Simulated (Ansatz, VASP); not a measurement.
Ir: VASP beside Ansatz

```xyz
1
Lattice="0.0000 1.9054 1.9054 1.9054 0.0000 1.9054 1.9054 1.9054 0.0000" Properties=species:S:1:pos:R:3 pbc="T T T"
Ir    0.0000    0.0000    0.0000
```

Alike in both runs: task single point; functional LDA; k mesh 18 × 18 × 18; occupations gaussian, width 0.1 eV; no spin polarisation.

|  | VASP | Ansatz |
| --- | --- | --- |
| version | VASP 6.6.1 | Ansatz 0.2.0 |
| potentials or method | VASP PAW LDA potentials, release 64 (Ir), cutoff 520 eV | scalar-relativistic, plane waves, PAW |
| valence electrons in the cell | 9 | 17 |

|  | VASP | Ansatz | Ansatz less VASP |
| --- | --- | --- | --- |
| gap on the k mesh at the Fermi level (eV) | none | none | - |
| pressure (GPa) | 2.6 | 0.0 | -2.61 |

Ansatz warns that its potentials were made for another functional, while VASP's fit it. LDA's correlation is that of Perdew and Zunger in VASP and of Perdew and Wang (1992) in Ansatz. A gap of «none» marks a metal or a gap that the smearing closes. VASP's potentials hold 9 valence electrons a cell and Ansatz's 17, so a difference there can come from the potentials and not from the codes.

Neither program's run includes spin-orbit coupling.
